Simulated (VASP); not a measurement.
# TiO2 (Pbcn) in VASP: notebook

The runs below take TiO2 through single point, with r2SCAN+D3(BJ), r2SCAN+rVV10, PBE, LDA+U.

Program: VASP 6.6.1. These are calculated values, not measurements. Logs are shortened: lines on timing, memory, paths and dates and some standing lists are left out, and cuts for length are marked.

### 1 The cell of the first run

The structure is orthorhombic, space group Pbcn (No. 60). Conventional cell: a = 4.534 Å, b = 5.494 Å, c = 4.882 Å, α = 90.00°, β = 90.00°, γ = 90.00°. Ti (site symmetry 2) has 6 O at 1.87 to 2.09 Å within 2.5 Å. O (site symmetry 1) has 3 Ti at 1.87 to 2.09 Å and 12 O at 2.57 to 2.96 Å within 3.0 Å.

### 2 Single point, r2SCAN+D3(BJ)

POSCAR

```
TiO2
1.0
    4.5342346759      0.0000000000      0.0000000000
    0.0000000000      5.4942564545      0.0000000000
    0.0000000000      0.0000000000      4.8823052893
Ti O
4 8
Direct
    0.0000000000      0.1756100691      0.7500000000
    0.5000000000      0.3243899309      0.2500000000
    0.0000000000      0.8243899309      0.2500000000
    0.5000000000      0.6756100691      0.7500000000
    0.2708245592      0.3825463956      0.9193214048
    0.7708245592      0.1174536044      0.0806785952
    0.2291754408      0.1174536044      0.4193214048
    0.7291754408      0.3825463956      0.5806785952
    0.2708245592      0.6174536044      0.4193214048
    0.7708245592      0.8825463956      0.5806785952
    0.2291754408      0.8825463956      0.9193214048
    0.7291754408      0.6174536044      0.0806785952
```

INCAR.step1

```
SYSTEM = TiO2
PREC = Accurate
ENCUT = 520
ISMEAR = -1
SIGMA = 0.05
LREAL = .False.
LASPH = .True.
NELM = 60
NBANDS = 60
GGA = PE
ALGO = Normal
EDIFF = 1E-4
LWAVE = .True.
LCHARG = .False.
```

INCAR.step2

```
SYSTEM = TiO2
PREC = Accurate
ENCUT = 520
EDIFF = 1E-6
ISMEAR = -1
SIGMA = 0.05
LREAL = .False.
LASPH = .True.
NELM = 60
ALGO = Normal
ISIF = 2
LWAVE = .False.
LCHARG = .False.
METAGGA = R2SCAN
LMIXTAU = .True.
IVDW = 12
VDW_S6 = 1.0
VDW_S8 = 0.78981345
VDW_A1 = 0.49484001
VDW_A2 = 5.73083694
NBANDS = 60
ISTART = 1
```

KPOINTS

```
regular mesh
0
Gamma
  6 5 6
  0 0 0
```

Potentials or basis: VASP PAW PBE potentials, release 64 (Ti_sv, O).

Run with:

```bash
$ cat potpaw_PBE.64/Ti_sv/POTCAR potpaw_PBE.64/O/POTCAR > POTCAR
$ cp INCAR.step1 INCAR
$ mpirun -np 1 vasp_std > vasp.out
$ cp INCAR.step2 INCAR
$ mpirun -np 1 vasp_std > vasp.out
```

OUTCAR:

```text
SYSTEM = TiO2
   PREC = Accurate
   ENCUT = 520
   EDIFF = 1E-6
   ISMEAR = -1
   LREAL = .False.
   LASPH = .True.
   NELM = 60
   ISIF = 2
   METAGGA = R2SCAN
   IVDW = 12
   ISTART = 1
 IVDW          = 12

 ion  position               nearest neighbor table
   1  0.000  0.176  0.750-   5 1.87   8 1.87   7 1.95   6 1.95  10 2.09  11 2.09
   2  0.500  0.324  0.250-   6 1.87   7 1.87   5 1.95   8 1.95   9 2.09  12 2.09
   3  0.000  0.824  0.250-   9 1.87  12 1.87  11 1.95  10 1.95   6 2.09   7 2.09
   4  0.500  0.676  0.750-  10 1.87  11 1.87   9 1.95  12 1.95   5 2.09   8 2.09
   5  0.271  0.383  0.919-   1 1.87   2 1.95   4 2.09
   6  0.771  0.117  0.081-   2 1.87   1 1.95   3 2.09
   7  0.229  0.117  0.419-   2 1.87   1 1.95   3 2.09
   8  0.729  0.383  0.581-   1 1.87   2 1.95   4 2.09
   9  0.271  0.617  0.419-   3 1.87   4 1.95   2 2.09
  10  0.771  0.883  0.581-   4 1.87   3 1.95   1 2.09
  11  0.229  0.883  0.919-   4 1.87   3 1.95   1 2.09
  12  0.729  0.617  0.081-   3 1.87   4 1.95   2 2.09

  LATTYP: Found a simple orthorhombic cell.
 ALAT       =     4.5342346759
 B/A-ratio  =     1.0767650195
 C/A-ratio  =     1.2117274132

  Lattice vectors:

 A1 = (  -4.5342346759,   0.0000000000,   0.0000000000)
 A2 = (   0.0000000000,   0.0000000000,   4.8823052893)
 A3 = (   0.0000000000,   5.4942564545,   0.0000000000)

Analysis of symmetry for initial positions (statically):
=====================================================================
 Subroutine PRICEL returns:
 Original cell was already a primitive cell.

 Routine SETGRP: Setting up the symmetry group for a
 simple orthorhombic supercell.

 Subroutine GETGRP returns: Found  8 space group operations
 (whereof  2 operations were pure point group operations)
 out of a pool of  8 trial point group operations.

The static configuration has the point symmetry S_2 .
 The point group associated with its full space group is D_2h.

Analysis of symmetry for dynamics (positions and initial velocities):
=====================================================================
 Subroutine PRICEL returns:
 Original cell was already a primitive cell.

 Routine SETGRP: Setting up the symmetry group for a
 simple orthorhombic supercell.

 Subroutine GETGRP returns: Found  8 space group operations
 (whereof  2 operations were pure point group operations)
 out of a pool of  8 trial point group operations.

The dynamic configuration has the point symmetry S_2 .
 The point group associated with its full space group is D_2h.

 Subroutine INISYM returns: Found  8 space group operations
 (whereof  2 operations are pure point group operations),
 and found     1 'primitive' translations

----------------------------------------------------------------------------------------

                                     Primitive cell

  volume of cell :     121.6292

  direct lattice vectors                    reciprocal lattice vectors
     4.534234676  0.000000000  0.000000000     0.220544385  0.000000000  0.000000000
     0.000000000  5.494256455  0.000000000     0.000000000  0.182008250  0.000000000
     0.000000000  0.000000000  4.882305289     0.000000000  0.000000000  0.204821276

  length of vectors
     4.534234676  5.494256455  4.882305289     0.220544385  0.182008250  0.204821276

  position of ions in fractional coordinates (direct lattice)
     0.000000000  0.175610069  0.750000000
     0.500000000  0.324389931  0.250000000
     0.000000000  0.824389931  0.250000000
     0.500000000  0.675610069  0.750000000
     0.270824559  0.382546396  0.919321405
     0.770824559  0.117453604  0.080678595
     0.229175441  0.117453604  0.419321405
     0.729175441  0.382546396  0.580678595
     0.270824559  0.617453604  0.419321405
     0.770824559  0.882546396  0.580678595
     0.229175441  0.882546396  0.919321405
     0.729175441  0.617453604  0.080678595

  ion indices of the primitive-cell ions
   primitive index   ion index
                 1           1
                 2           2
                 3           3
                 4           4
                 5           5
                 6           6
                 7           7
                 8           8
                 9           9
                10          10
                11          11
                12          12

----------------------------------------------------------------------------------------

 KPOINTS: regular mesh

Automatic generation of k-mesh.
 Grid dimensions read from file:
 generate k-points for:    6    5    6

 Generating k-lattice:

  Cartesian coordinates                     Fractional coordinates (reciprocal lattice)
     0.036757398  0.000000000  0.000000000     0.166666667  0.000000000  0.000000000
     0.000000000  0.036401650  0.000000000     0.000000000  0.200000000  0.000000000
     0.000000000  0.000000000  0.034136879     0.000000000  0.000000000  0.166666667

  Length of vectors
     0.036757398  0.036401650  0.034136879

  Shift w.r.t. Gamma in fractional coordinates (k-lattice)
     0.000000000  0.000000000  0.000000000

 Subroutine IBZKPT returns following result:
 ===========================================

 Found     48 irreducible k-points:

 Following reciprocal coordinates:
            Coordinates               Weight
  0.000000  0.000000  0.000000      1.000000
  0.166667  0.000000  0.000000      2.000000
  0.333333  0.000000  0.000000      2.000000
  0.500000  0.000000  0.000000      1.000000
  0.000000  0.200000  0.000000      2.000000
  0.166667  0.200000  0.000000      4.000000
[... 16 lines left out ...]
  0.333333  0.400000  0.166667      8.000000
  0.500000  0.400000  0.166667      4.000000
 [... further k-points ...]
   k-points           NKPTS =     48   k-points in BZ     NKDIM =     48   number of bands    NBANDS=     60
   number of dos      NEDOS =    301   number of ions     NIONS =     12
   total plane-waves  NPLWV =  54432
   dimension x,y,z NGX =    36 NGY =   42 NGZ =   36
   dimension x,y,z NGXF=    72 NGYF=   84 NGZF=   72
   ions per type =               4   8
   NGX,Y,Z   is equivalent  to a cutoff of  13.20, 12.71, 12.26 a.u.
   NGXF,Y,Z  is equivalent  to a cutoff of  26.40, 25.42, 24.52 a.u.
 SYSTEM =  TiO2
   PREC   = accura    normal or accurate (medium, high low for compatibility)
   ISTART =      1    job   : 0-new  1-cont  2-samecut
   ICHARG =      0    charge: 1-file 2-atom 10-const
   ISPIN  =      1    spin polarized calculation?
   LNONCOLLINEAR =      F non collinear calculations
   LSORBIT =      F    spin-orbit coupling
   LASPH  =      T    aspherical Exc in radial PAW
   ENCUT  =  520.0 eV  38.22 Ry    6.18 a.u.   8.43 10.22  9.08*2*pi/ulx,y,z
   NELM   =     60;   NELMIN=  2; NELMDL=  0     # of ELM steps
   EDIFF  = 0.1E-05   stopping-criterion for ELM
   LREAL  =      F    real-space projection
   EDIFFG = 0.1E-04   stopping-criterion for IOM
   NSW    =      0    number of steps for IOM
   IBRION =     -1    ionic relax: 0-MD 1-quasi-New 2-CG
   NFREE  =      0    steps in history (QN), initial steepest desc. (CG)
   ISIF   =      2    stress and relaxation
   ISYM   =      2    0-nonsym 1-usesym 2-fastsym
   POTIM  = 0.5000    time-step for ionic-motion
   TEBEG  =    0.0;   TEEND  =   0.0 temperature during run
   PSTRESS=    0.0 pullay stress
   NELECT =      96.0000    total number of electrons
   NUPDOWN=      -1.0000    fix difference up-down
   EMIN   =  10.00;   EMAX   =-10.00  energy-range for DOS
   EFERMI =   0.00;   METHOD = LEGACY
   ISMEAR =    -1;   SIGMA  =   0.05  broadening in eV -4-tet -1-fermi 0-gaus
   EFERMI_NEDOS =   21; number of points for ismear=-14 and -15
   IALGO  =     38    algorithm
   IMIX   =      4    mixing-type and parameters
     AMIX     =   0.40;   BMIX     =  1.00
     AMIX_MAG =   1.60;   BMIX_MAG =  1.00
  volume/ion in A,a.u.               =      10.14        68.40
  Fermi-wavevector in a.u.,A,eV,Ry     =   1.512932  2.859026 31.143219  2.288962
  Thomas-Fermi vector in A             =   2.622790
   LORBIT       =      0    0 simple, 1 ext, 2 COOP (PROOUT), +10 PAW based schemes
   METAGGA = R2SCAN    functional components
   LHFCALC =     F    Hartree Fock is set to
   AEXX    =    0.0000 exact exchange contribution
   IVDW    =    12    specifies the selected vdW correction
   LEPSILON=     F    determine dielectric tensor
   LRPA    =     F    only Hartree local field effects (RPA)
 non-spin polarized calculation
  energy-cutoff  :      520.00
  volume of cell :      121.63
 maximum number of plane-waves:      3304
 NGX is ok and might be reduce to    36
   NGX = 17   NGY = 21   NGZ = 19

 number of electron      96.0000005 magnetization

 Free energy of the ion-electron system (eV)
  ---------------------------------------------------
  ext. energy  EPLUGINS =         0.00000000
  ---------------------------------------------------
  free energy    TOTEN  =      -139.61536634 eV

  energy without entropy =     -139.61536634  energy(sigma->0) =     -139.61536634

 E-fermi :   5.5967     XC(G=0): -12.3402

 val. band max:        4.4217248658   @ k =   0.0000   0.0000   0.0000
 cond. band min:       7.5085567615   @ k =   0.0000   0.0000   0.5000
 fundamental gap:      3.0868318957
 Fermi energy:         5.5967115205

 k-point     1 :       0.0000    0.0000    0.0000
  band No.  band energies     occupation
      1     -54.1404      2.00000
      2     -54.1156      2.00000
      3     -54.1095      2.00000
      4     -54.1027      2.00000
      5     -29.5542      2.00000
      6     -29.4668      2.00000
[... 52 lines left out ...]
     59       9.3639      0.00000
     60       9.6313      0.00000

 k-point     2 :       0.1667    0.0000    0.0000
  band No.  band energies     occupation
      1     -54.1387      2.00000
      2     -54.1173      2.00000
      3     -54.1090      2.00000
      4     -54.1032      2.00000
      5     -29.5418      2.00000
      6     -29.4611      2.00000
[... 1383 lines left out ...]
      4     -54.1077      2.00000
      5     -29.4990      2.00000
      6     -29.4990      2.00000
[... 52 lines left out ...]
     59       8.9900      0.00000
     60       8.9900      0.00000

 [... further k-points ...]

------------------------ aborting loop because EDIFF is reached ----------------------------------------

 Edisp (eV)   -1.43951

 E8    (eV) :    -0.4424

  FORCE on cell =-STRESS in cart. coord.  units (eV):
  Direction    XX          YY          ZZ          XY          YZ          ZX
  --------------------------------------------------------------------------------------
  -------------------------------------------------------------------------------------
  Total       1.10965     0.87325     1.18211     0.00000     0.00000    -0.00000
  in kB      14.61697    11.50306    15.57156     0.00000     0.00000    -0.00000
  external pressure =       13.90 kB  Pullay stress =        0.00 kB

 VOLUME and BASIS-vectors are now :
 -----------------------------------------------------------------------------
  energy-cutoff  :      520.00
  volume of cell :      121.63
      direct lattice vectors                 reciprocal lattice vectors
     4.534234676  0.000000000  0.000000000     0.220544385  0.000000000  0.000000000
     0.000000000  5.494256455  0.000000000     0.000000000  0.182008250  0.000000000
     0.000000000  0.000000000  4.882305289     0.000000000  0.000000000  0.204821276

 POSITION                                       TOTAL-FORCE (eV/Angst)
 -----------------------------------------------------------------------------------
      0.00000      0.96485      3.66173         0.000000     -0.105654     -0.000000
      2.26712      1.78228      1.22058         0.000000      0.105654      0.000000
      0.00000      4.52941      1.22058         0.000000      0.105654      0.000000
      2.26712      3.71197      3.66173         0.000000     -0.105654      0.000000
      1.22798      2.10181      4.48841         0.027549      0.065501      0.002257
      3.49510      0.64532      0.39390         0.027549     -0.065501     -0.002257
      1.03914      0.64532      2.04726        -0.027549     -0.065501      0.002257
      3.30625      2.10181      2.83505        -0.027549      0.065501     -0.002257
      1.22798      3.39245      2.04726         0.027549     -0.065501      0.002257
      3.49510      4.84894      2.83505         0.027549      0.065501     -0.002257
      1.03914      4.84894      4.48841        -0.027549      0.065501      0.002257
      3.30625      3.39245      0.39390        -0.027549     -0.065501     -0.002257
 -----------------------------------------------------------------------------------
    total drift:                                0.000000      0.000000      0.000000

  FREE ENERGIE OF THE ION-ELECTRON SYSTEM (eV)
  ---------------------------------------------------
  free  energy   TOTEN  =      -141.0548752207 eV

  energy  without entropy=     -141.0548752207  energy(sigma->0) =     -141.05487522
```

Wall time 8.4 min (1 thread of Intel Xeon 6975P-C (Granite Rapids), shared host); peak memory 0.4 GiB.

What came out:

- Free energy: -141.0549 eV
- Pressure: 1.4 GPa
- Largest force: 0.106 eV/Å
- Band gap on the k mesh: 3.09 eV (least direct gap 3.12 eV)
- Dispersion energy per atom: -0.120 eV

Forces in eV/Å, atoms in the order of the input:
```
Ti   0.000 -0.106  0.000
Ti   0.000  0.106  0.000
Ti   0.000  0.106  0.000
Ti   0.000 -0.106  0.000
O    0.028  0.066  0.002
O    0.028 -0.066 -0.002
O   -0.028 -0.066  0.002
O   -0.028  0.066 -0.002
O    0.028 -0.066  0.002
O    0.028  0.066 -0.002
O   -0.028  0.066  0.002
O   -0.028 -0.066 -0.002
```

Caveat: the PAW data sets were made with another functional, which shifts forces and pressure a little; an odd mesh through Γ misses points on the zone boundary, where band edges can lie.

[end of part 1 of 2]
